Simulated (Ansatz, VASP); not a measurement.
# TiC: VASP beside Ansatz

```
Ti C
1.0
     0.00000    2.17833    2.17833
     2.17833    0.00000    2.17833
     2.17833    2.17833    0.00000
Ti C
1 1
Direct
  0.00000 0.00000 0.00000
  0.50000 0.50000 0.50000
```

Change from the starting cell: volume scaled by 1.02.

Alike in both runs: task single point; functional PBEsol; k mesh 14 × 14 × 14; occupations fermi-dirac, width 0.03 eV; no spin polarisation.

|  | VASP | Ansatz |
| --- | --- | --- |
| version | VASP 6.6.1 | Ansatz 0.2.0 |
| potentials or method | VASP PAW PBE potentials, release 64 (Ti_sv, C), cutoff 520 eV | all-electron LAPW, scalar-relativistic |

Ansatz gave:

- pressure (GPa): -10.8

Task: Estimate VASP's values.

Result: Pressure (GPa): -10.6.

VASP's potentials were made for PBE, not for PBEsol. Ansatz ran all-electron here, and VASP with PAW potentials.
